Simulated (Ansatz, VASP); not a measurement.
## Au: VASP beside Ansatz

File INCAR:

```
  ALGO = Normal
  EDIFF = 1E-6
  ENCUT = 520
  GGA = PS
  ISIF = 2
  ISMEAR = 0
  LASPH = T
  LCHARG = F
  LREAL = F
  LWAVE = F
  NBANDS = 12
  NELM = 100
  PREC = Accurate
  SIGMA = 0.15
```

File KPOINTS:

```
k-points
0
Gamma
  20 20 20
```

POSCAR

```
Au
1.0
    0.0000000000      2.0455000000      2.2091400000
    2.0455000000      0.0000000000      2.2091400000
    2.0455000000      2.0455000000      0.0000000000
Au
1
Direct
    0.0000000000      0.0000000000      0.0000000000
```

Input for Ansatz:

```yaml
crystal:
  lattice:
    - [0.0, 2.0455, 2.20914]
    - [2.0455, 0.0, 2.20914]
    - [2.0455, 2.0455, 0.0]
  atoms:
    - { symbol: Au, position: [0.0, 0.0, 0.0] }
basis:
  ecutwfc: 420
kpoints:
  mp_grid: { grid: [20, 20, 20] }
hamiltonian:
  xc: pbesol
scf:
  occupations: { method: gaussian, width: 0.15 }
output:
  forces: true
  stress: true
  eigenvalues: true
```

Change from the starting cell: strain +0.000 along x and y, +0.080 along z, atoms carried along.

Alike in both runs: task single point; functional PBEsol; k mesh 20 × 20 × 20; occupations gaussian, width 0.15 eV; no spin polarisation.

```csv
,VASP,Ansatz
version,VASP 6.6.1,Ansatz 0.2.0
potentials or method,"VASP PAW PBE potentials, release 64 (Au), cutoff 520 eV","scalar-relativistic, plane waves, PAW"
valence electrons in the cell,11,19
```

```tsv
	VASP	Ansatz	Ansatz less VASP
gap on the k mesh at the Fermi level (eV)	none	none	-
pressure (GPa)	-11.3	-11.1	+0.21
traceless stress, the component that is largest in VASP (GPa)	-1.31	-1.30	+0.011
```

VASP's potentials were made for PBE, not for PBEsol. A gap of «none» marks a metal or a gap that the smearing closes. VASP's potentials hold 11 valence electrons a cell and Ansatz's 19, so a difference there can come from the potentials and not from the codes.

Spin-orbit coupling is off throughout.
